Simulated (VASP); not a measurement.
SnO2, 6 atoms in the cell. The typed cell holds 6 atoms: a = 4.720 Å, b = 4.721 Å, c = 3.115 Å, α = 90.00°, β = 90.00°, γ = 90.00°.  This cell differs from its parent crystal: atoms displaced along a vibrational mode, the cell strained.

* Program: VASP 6.6.1
* Task: single point
* Functional: LDA
* Potentials or basis: VASP PAW LDA potentials, release 64 (Sn_d, O)
* Cutoff: 520 eV
* k mesh: 6 × 6 × 8
* Occupations: gaussian, width 0.05 eV
* Spin: no spin polarisation
* Dipole correction: no
* Further INCAR settings: ALGO = Normal; EDIFF = 1e-06; NBANDS = 35

Potentials or basis: VASP PAW LDA potentials, release 64 (Sn_d, O).

Command:

```console
$ cat potpaw_LDA.64/Sn_d/POTCAR potpaw_LDA.64/O/POTCAR > POTCAR
$ mpirun -np 1 vasp_std > vasp.out
```

Hardware: 1 thread of Intel Xeon 8259CL, with other jobs on the host.

**Question.** Estimate the wall time of this run.

**Answer.** Wall time 5.8 min on 1 thread of Intel Xeon 8259CL (shared host), peak memory 0.23 GiB. Counts: scf iterations 14, k points 80.
